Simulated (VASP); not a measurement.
The system is CdTe.

```
Cd Te
1.0
     0.00000    3.20500    3.20500
     3.20500    0.00000    3.20500
     3.20500    3.20500    0.00000
Cd Te
1 1
Direct
  0.00000 0.00000 0.00000
  0.25000 0.25000 0.25000
```

Base run:

- Program: VASP 6.6.1
- Functional: BLYP
- Potentials or basis: VASP PAW PBE potentials, release 64 (Cd, Te)
- Cutoff: 520 eV
- k mesh: 6 × 6 × 6
- Occupations: gaussian, width 0.01 eV
- Spin: no spin polarisation

Its results: band gap on the k mesh 0.82 eV, direct; pressure 7.3 GPa.

The run is repeated on the same cell with these changes: functional from BLYP to r2SCAN. What comes out?

Band gap on the k mesh 1.38 eV, direct; pressure 3.4 GPa.

r2SCAN gives the wider gap, since meta-GGAs in the generalised Kohn-Sham scheme recover part of the derivative discontinuity.

Caveats: the PAW data sets were made with another functional, which shifts forces and pressure a little; spin-orbit coupling is left out, which moves the levels of the heavy elements.

